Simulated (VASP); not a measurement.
# Cs (P6_3/mmc) in VASP: a series of runs

Runs on Cs. Level: LDA. Tasks: single point.

All numbers are computed with VASP 6.6.1; they aren't measurements. Logs are shortened: lines on timing, memory, paths and dates and some standing lists are left out, and cuts for length are marked.

### 1 The cell of the first run

The structure is hexagonal, space group P6_3/mmc (No. 194). The conventional cell has a = 3.796 Å, b = 3.796 Å, c = 6.150 Å, α = 90.00°, β = 90.00°, γ = 120.00°. Cs (site symmetry -6m2) has 12 Cs at 3.78 to 3.80 Å within 5.0 Å.

This isn't the form of Cs at room conditions, which is bcc.

### 2 Single point, LDA (38.38 Å³/atom)

INCAR

```
PREC = Accurate ; ENCUT = 520
EDIFF = 1E-6 ; ISMEAR = -1
SIGMA = 0.1 ; LREAL = F
LASPH = T ; NELM = 100
ALGO = Normal ; ISIF = 2
LWAVE = F ; LCHARG = T
LELF = T ; LVHAR = T
NBANDS = 16
```

KPOINTS

```
Automatic mesh
0
Gamma
  9 9 5
```

POSCAR

```
Cs
1.0
    3.7964280727      0.0000000000      0.0000000000
   -1.8982140364      3.2878031546      0.0000000000
    0.0000000000      0.0000000000      6.1502134777
Cs
2
Direct
    0.3333333333      0.6666666667      0.2500000000
    0.6666666667      0.3333333333      0.7500000000
```

Potentials or basis: VASP PAW LDA potentials, release 64 (Cs_sv).

Launch:

```sh
$ cat potpaw_LDA.64/Cs_sv/POTCAR > POTCAR
$ mpirun -np 1 vasp_std > vasp.out
```

OUTCAR:

```text
PREC = Accurate
   ENCUT = 520
   EDIFF = 1E-6
   ISMEAR = -1
   LREAL = F
   LASPH = T
   NELM = 100
   ISIF = 2

 ion  position               nearest neighbor table
   1  0.333  0.667  0.250-
   2  0.667  0.333  0.750-

  LATTYP: Found a hexagonal cell.
 ALAT       =     3.7964280727
 C/A-ratio  =     1.6200000000

  Lattice vectors:

 A1 = (   3.7964280727,   0.0000000000,   0.0000000000)
 A2 = (  -1.8982140364,   3.2878031546,   0.0000000000)
 A3 = (   0.0000000000,   0.0000000000,   6.1502134777)

Analysis of symmetry for initial positions (statically):
=====================================================================
 Subroutine PRICEL returns:
 Original cell was already a primitive cell.

 Routine SETGRP: Setting up the symmetry group for a
 hexagonal supercell.

 Subroutine GETGRP returns: Found 24 space group operations
 (whereof 12 operations were pure point group operations)
 out of a pool of 24 trial point group operations.

The static configuration has the point symmetry D_3d.
 The point group associated with its full space group is D_6h.

Analysis of symmetry for dynamics (positions and initial velocities):
=====================================================================
 Subroutine PRICEL returns:
 Original cell was already a primitive cell.

 Routine SETGRP: Setting up the symmetry group for a
 hexagonal supercell.

 Subroutine GETGRP returns: Found 24 space group operations
 (whereof 12 operations were pure point group operations)
 out of a pool of 24 trial point group operations.

The dynamic configuration has the point symmetry D_3d.
 The point group associated with its full space group is D_6h.

 Subroutine INISYM returns: Found 24 space group operations
 (whereof 12 operations are pure point group operations),
 and found     1 'primitive' translations

----------------------------------------------------------------------------------------

                                     Primitive cell

  volume of cell :      76.7664

  direct lattice vectors                    reciprocal lattice vectors
     3.796428073  0.000000000  0.000000000     0.263405491  0.152077231  0.000000000
    -1.898214036  3.287803155  0.000000000     0.000000000  0.304154462  0.000000000
     0.000000000  0.000000000  6.150213478     0.000000000  0.000000000  0.162595982

  length of vectors
     3.796428073  3.796428073  6.150213478     0.304154462  0.304154462  0.162595982

  position of ions in fractional coordinates (direct lattice)
     0.333333333  0.666666667  0.250000000
     0.666666667  0.333333333  0.750000000

  ion indices of the primitive-cell ions
   primitive index   ion index
                 1           1
                 2           2

----------------------------------------------------------------------------------------

 KPOINTS: Automatic mesh

Automatic generation of k-mesh.
 Grid dimensions read from file:
 generate k-points for:    9    9    5

 Generating k-lattice:

  Cartesian coordinates                     Fractional coordinates (reciprocal lattice)
     0.029267277  0.016897470  0.000000000     0.111111111  0.000000000  0.000000000
     0.000000000  0.033794940  0.000000000     0.000000000  0.111111111  0.000000000
     0.000000000  0.000000000  0.032519196     0.000000000  0.000000000  0.200000000

  Length of vectors
     0.033794940  0.033794940  0.032519196

  Shift w.r.t. Gamma in fractional coordinates (k-lattice)
     0.000000000  0.000000000  0.000000000

 Subroutine IBZKPT returns following result:
 ===========================================

 Found     36 irreducible k-points:

 Following reciprocal coordinates:
            Coordinates               Weight
  0.000000  0.000000  0.000000      1.000000
  0.111111 -0.000000  0.000000      6.000000
  0.222222 -0.000000  0.000000      6.000000
  0.333333  0.000000  0.000000      6.000000
  0.444444 -0.000000  0.000000      6.000000
  0.111111  0.111111  0.000000      6.000000
[... 16 lines left out ...]
  0.333333  0.222222  0.200000     24.000000
  0.333333  0.333333  0.200000      4.000000
 [... further k-points ...]
   k-points           NKPTS =     36   k-points in BZ     NKDIM =     36   number of bands    NBANDS=     16
   number of dos      NEDOS =    301   number of ions     NIONS =      2
   total plane-waves  NPLWV =  37632
   dimension x,y,z NGX =    28 NGY =   28 NGZ =   48
   dimension x,y,z NGXF=    56 NGYF=   56 NGZF=   96
   ions per type =               2
   NGX,Y,Z   is equivalent  to a cutoff of  12.26, 12.26, 12.97 a.u.
   NGXF,Y,Z  is equivalent  to a cutoff of  24.52, 24.52, 25.95 a.u.
 SYSTEM =  unknown system
   PREC   = accura    normal or accurate (medium, high low for compatibility)
   ISTART =      0    job   : 0-new  1-cont  2-samecut
   ICHARG =      2    charge: 1-file 2-atom 10-const
   ISPIN  =      1    spin polarized calculation?
   LNONCOLLINEAR =      F non collinear calculations
   LSORBIT =      F    spin-orbit coupling
   LASPH  =      T    aspherical Exc in radial PAW
   ENCUT  =  520.0 eV  38.22 Ry    6.18 a.u.   7.06  7.06 11.44*2*pi/ulx,y,z
   NELM   =    100;   NELMIN=  2; NELMDL= -5     # of ELM steps
   EDIFF  = 0.1E-05   stopping-criterion for ELM
   LREAL  =      F    real-space projection
   EDIFFG = 0.1E-04   stopping-criterion for IOM
   NSW    =      0    number of steps for IOM
   IBRION =     -1    ionic relax: 0-MD 1-quasi-New 2-CG
   NFREE  =      0    steps in history (QN), initial steepest desc. (CG)
   ISIF   =      2    stress and relaxation
   ISYM   =      2    0-nonsym 1-usesym 2-fastsym
   POTIM  = 0.5000    time-step for ionic-motion
   TEBEG  =    0.0;   TEEND  =   0.0 temperature during run
   PSTRESS=    0.0 pullay stress
   NELECT =      18.0000    total number of electrons
   NUPDOWN=      -1.0000    fix difference up-down
   EMIN   =  10.00;   EMAX   =-10.00  energy-range for DOS
   EFERMI =   0.00;   METHOD = LEGACY
   ISMEAR =    -1;   SIGMA  =   0.10  broadening in eV -4-tet -1-fermi 0-gaus
   EFERMI_NEDOS =   21; number of points for ismear=-14 and -15
   IALGO  =     38    algorithm
   IMIX   =      4    mixing-type and parameters
     AMIX     =   0.40;   BMIX     =  1.00
     AMIX_MAG =   1.60;   BMIX_MAG =  1.00
  volume/ion in A,a.u.               =      38.38       259.02
  Fermi-wavevector in a.u.,A,eV,Ry     =   1.009505  1.907688 13.865710  1.019101
  Thomas-Fermi vector in A             =   2.142438
   LORBIT       =      0    0 simple, 1 ext, 2 COOP (PROOUT), +10 PAW based schemes
   GGA     = CA    functional components
   LHFCALC =     F    Hartree Fock is set to
   AEXX    =    0.0000 exact exchange contribution
   IVDW    =     0    specifies the selected vdW correction
   LEPSILON=     F    determine dielectric tensor
   LRPA    =     F    only Hartree local field effects (RPA)
 non-spin polarized calculation
  energy-cutoff  :      520.00
  volume of cell :       76.77
 maximum number of plane-waves:      2079
   NGX = 15   NGY = 15   NGZ = 23

 number of electron      18.0000004 magnetization

 Free energy of the ion-electron system (eV)
  ---------------------------------------------------
  ext. energy  EPLUGINS =         0.00000000
  ---------------------------------------------------
  free energy    TOTEN  =        -0.78288151 eV

  energy without entropy =       -0.67528326  energy(sigma->0) =       -0.72908238

 E-fermi :   4.8912     XC(G=0):  -9.2129

 val. band max:        4.8686209894   @ k =   0.3333   0.2222   0.4000
 cond. band min:       4.9101051546   @ k =   0.2222   0.1111   0.4000
 fundamental gap:      0.0414841651
 Fermi energy:         4.8911782043

 k-point     1 :       0.0000    0.0000    0.0000
  band No.  band energies     occupation
      1     -19.2966      2.00000
      2     -18.7676      2.00000
      3      -7.3867      2.00000
      4      -4.8903      2.00000
      5      -4.8903      2.00000
      6      -4.5260      2.00000
[... 8 lines left out ...]
     15       8.6539      0.00000
     16       9.4791      0.00000

 k-point     2 :       0.1111   -0.0000    0.0000
  band No.  band energies     occupation
      1     -19.2477      2.00000
      2     -18.7430      2.00000
      3      -7.2922      2.00000
      4      -5.2109      2.00000
      5      -4.9858      2.00000
      6      -4.8448      2.00000
[... 8 lines left out ...]
     15       8.4358      0.00000
     16       9.0304      0.00000

 k-point     3 :       0.2222   -0.0000    0.0000
  band No.  band energies     occupation
      1     -19.1161      2.00000
      2     -18.6837      2.00000
      3      -7.0235      2.00000
      4      -5.9392      2.00000
      5      -5.5340      2.00000
      6      -5.1984      2.00000
[... 8 lines left out ...]
     15       8.8345      0.00000
     16       9.1501      0.00000

 k-point     4 :       0.3333    0.0000    0.0000
  band No.  band energies     occupation
      1     -18.9460      2.00000
      2     -18.6279      2.00000
      3      -6.6597      2.00000
      4      -6.6314      2.00000
      5      -6.1971      2.00000
      6      -5.4096      2.00000
[... 8 lines left out ...]
     15       8.5397      0.00000
     16      10.7763      0.00000

 k-point     5 :       0.4444   -0.0000    0.0000
  band No.  band energies     occupation
      1     -18.8098      2.00000
      2     -18.6111      2.00000
      3      -7.0854      2.00000
      4      -6.5876      2.00000
      5      -6.2510      2.00000
      6      -5.5356      2.00000
[... 8 lines left out ...]
     15       9.0743      0.00000
     16      12.2226      0.00000

 k-point     6 :       0.1111    0.1111    0.0000
  band No.  band energies     occupation
      1     -19.1573      2.00000
      2     -18.7010      2.00000
      3      -7.1103      2.00000
      4      -5.6338      2.00000
      5      -5.4898      2.00000
      6      -5.0273      2.00000
[... 8 lines left out ...]
     15       8.8157      0.00000
     16       8.9379      0.00000
[... 267 lines left out ...]
 k-point    21 :       0.4444    0.1111    0.2000
  band No.  band energies     occupation
      1     -18.7525      2.00000
      2     -18.6271      2.00000
      3      -7.1644      2.00000
      4      -6.7730      2.00000
      5      -5.9584      2.00000
      6      -5.5877      2.00000
[... 8 lines left out ...]
     15       9.5666      0.00000
     16      11.5866      0.00000

 k-point    22 :       0.2222    0.2222    0.2000
  band No.  band energies     occupation
      1     -18.8379      2.00000
      2     -18.6352      2.00000
      3      -6.7729      2.00000
      4      -6.6420      2.00000
      5      -5.9340      2.00000
      6      -5.7800      2.00000
[... 8 lines left out ...]
     15       8.2499      0.00000
     16      10.1210      0.00000

 k-point    23 :       0.3333    0.2222    0.2000
  band No.  band energies     occupation
      1     -18.7273      2.00000
      2     -18.6257      2.00000
      3      -6.9210      2.00000
      4      -6.6654      2.00000
      5      -6.1866      2.00000
      6      -5.7110      2.00000
[... 8 lines left out ...]
     15       9.1180      0.00000
     16      10.7934      0.00000

 k-point    24 :       0.3333    0.3333    0.2000
  band No.  band energies     occupation
      1     -18.6555      2.00000
      2     -18.6555      2.00000
      3      -6.6746      2.00000
      4      -6.5796      2.00000
      5      -6.5796      2.00000
      6      -5.9136      2.00000
[... 8 lines left out ...]
     15       9.2224      0.00000
     16      10.7262      0.00000

 [... further k-points ...]
[... 5 lines left out ...]
  --------------------------------------------------------------------------------------
  -------------------------------------------------------------------------------------
  Total        2.4355334      2.4355334      2.1850592     -0.0000000      0.0000000     -0.0000000
  in kB       50.8315665     50.8315665     45.6039671     -0.0000000      0.0000000     -0.0000000
  external PRESSURE =      49.0890334 kB  Pullay stress =       0.0000000 kB

 VOLUME and BASIS-vectors are now :
 -----------------------------------------------------------------------------
  energy-cutoff  :      520.00
  volume of cell :       76.77
      direct lattice vectors                 reciprocal lattice vectors
     3.796428073  0.000000000  0.000000000     0.263405491  0.152077231  0.000000000
    -1.898214036  3.287803155  0.000000000     0.000000000  0.304154462  0.000000000
     0.000000000  0.000000000  6.150213478     0.000000000  0.000000000  0.162595982

 POSITION                                       TOTAL-FORCE (eV/Angst)
 -----------------------------------------------------------------------------------
     -0.00000      2.19187      1.53755         0.000000     -0.000000      0.000000
      1.89821      1.09593      4.61266        -0.000000      0.000000      0.000000
 -----------------------------------------------------------------------------------
    total drift:                               -0.000000      0.000000     -0.000000

  FREE ENERGIE OF THE ION-ELECTRON SYSTEM (eV)
  ---------------------------------------------------
  free  energy   TOTEN  =        -0.7828815053 eV

  energy  without entropy=       -0.6752832572  energy(sigma->0) =       -0.72908238
```

Run time: 59 s. Hardware: 1 thread of Intel Xeon 8259CL, shared host; peak memory 0.17 GiB.

Results:

| Item | Value |
| --- | --- |
| Free energy | -0.7829 eV |
| Pressure | 4.9 GPa |
| Band gap on the k mesh | zero (bands 9 and 10 overlap by 1.23 eV) |

Caveat: the cell stands under pressure; spin-orbit coupling is left out, which moves the levels of the heavy elements.

### 3 Single point, LDA

This run uses another cell than the first one, of 47.98 Å³/atom.

INCAR

```
SYSTEM = Cs
  PREC = Accurate
  ENCUT = 520
  EDIFF = 1E-6
  ISMEAR = -1
  SIGMA = 0.1
  LREAL = .False.
  LASPH = .True.
  NELM = 60
  ALGO = Normal
  ISIF = 2
  LWAVE = .False.
  LCHARG = .False.
  NBANDS = 16
```

KPOINTS

```
Automatic mesh
0
Gamma
  9 9 5
  0 0 0
```

POSCAR

```
Cs
1.0
    4.0895781690      0.0000000000      0.0000000000
   -2.0447890845      3.5416785851      0.0000000000
    0.0000000000      0.0000000000      6.6251166338
Cs
2
Direct
    0.3333333333      0.6666666667      0.2500000000
    0.6666666667      0.3333333333      0.7500000000
```

Potentials or basis: VASP PAW LDA potentials, release 64 (Cs_sv).

Launch:

```sh
$ cat potpaw_LDA.64/Cs_sv/POTCAR > POTCAR
$ mpirun -np 1 vasp_std > vasp.out
```

Run time: 78 s. Hardware: 1 thread of Intel Xeon 8259CL, shared host; peak memory 0.19 GiB.

It converged, with:

| Property | Result |
| --- | --- |
| Free energy | -1.2698 eV |
| Pressure | 3.4 GPa |
| Band gap on the k mesh | zero (bands 9 and 10 overlap by 1.20 eV) |

Levels at points of the mesh, in eV from the Fermi level:
```tsv
k point	band 6	band 7	band 8	band 9	band 10	band 11	band 12	band 13
(0.00, 0.00, 0.00)	-9.79	-9.79	-9.76	-2.06	-0.50	2.73	2.73	2.83
```

Caveat: the cell stands under pressure; spin-orbit coupling is left out, which moves the levels of the heavy elements.

(Part 1 of 2 ends here.)

The gap in the log of VASP goes by the Fermi energy; the results here count the filled bands.